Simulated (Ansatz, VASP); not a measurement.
CsI: VASP beside Ansatz

Contents of POSCAR:

```
CsI
1.0
    4.6080834570      0.0000000000      0.0000000000
    0.0000000000      4.6080834570      0.0000000000
    0.0000000000      0.0000000000      4.6080834570
Cs I
1 1
Direct
    0.0000000000      0.0000000000      0.0000000000
    0.5000000000      0.5000000000      0.5000000000
```

Contents of INCAR.step1:

```
  ALGO = Normal
  EDIFF = 1E-5
  ENCUT = 400
  GGA = PE
  GGA_COMPAT = False
  ISIF = 2
  ISMEAR = 0
  LASPH = True
  LREAL = False
  LWAVE = True
  NBANDS = 15
  NELM = 120
  PREC = Accurate
  SIGMA = 0.01
```

The input INCAR.step2:

```
  AEXX = 0.35
  ALGO = Normal
  EDIFF = 1E-6
  ENCUT = 400
  GGA = PE
  GGA_COMPAT = False
  HFSCREEN = 0.5
  ISIF = 2
  ISMEAR = 0
  ISTART = 1
  LASPH = True
  LCHARG = True
  LELF = True
  LHFCALC = True
  LREAL = False
  LVHAR = True
  LWAVE = False
  NBANDS = 15
  NELM = 120
  PREC = Accurate
  PRECFOCK = Normal
  SIGMA = 0.01
```

Contents of KPOINTS:

```
k-points
0
Gamma
  4 4 4
```

Input for Ansatz:

```yaml
crystal:
  lattice:
    - [4.608083457, 0.0, 0.0]
    - [0.0, 4.608083457, 0.0]
    - [0.0, 0.0, 4.608083457]
  atoms:
    - { symbol: Cs, position: [0.0, 0.0, 0.0] }
    - { symbol: I, position: [0.5, 0.5, 0.5] }
kpoints:
  mp_grid: { grid: [4, 4, 4] }
hamiltonian:
  xc: { exchange: pbe, correlation: pbe, exx: { coeff: 0.35, omega: 0.5 } }
scf:
  occupations: { method: fixed }
  n_extra_bands: 4
output:
  forces: true
  stress: true
  eigenvalues: true
```

Alike in both runs: task single point; functional PBE-based screened hybrid; k mesh 4 × 4 × 4; no spin polarisation.

|  | VASP | Ansatz |
| --- | --- | --- |
| version | VASP 6.6.1 | Ansatz 0.2.0 |
| potentials or method | VASP PAW PBE potentials, release 64 (Cs_sv, I) | plane waves |
| plane-wave cutoff (eV) | 400 | 420 |
| occupations | gaussian, width 0.01 eV | fixed |
| valence electrons in the cell | 16 | 26 |

```csv
,VASP,Ansatz,Ansatz less VASP
gap on the k mesh at the Fermi level (eV),4.45,4.48,+0.027
pressure (GPa),0.2,0.2,+0.02
```

VASP's potentials were made for PBE, not for PBE-based screened hybrid. VASP's potentials hold 16 valence electrons a cell and Ansatz's 26, so a difference there can come from the potentials and not from the codes. Ansatz's warnings: stress exchange threshold loose, stress scf threshold loose.

Spin-orbit coupling is off throughout.
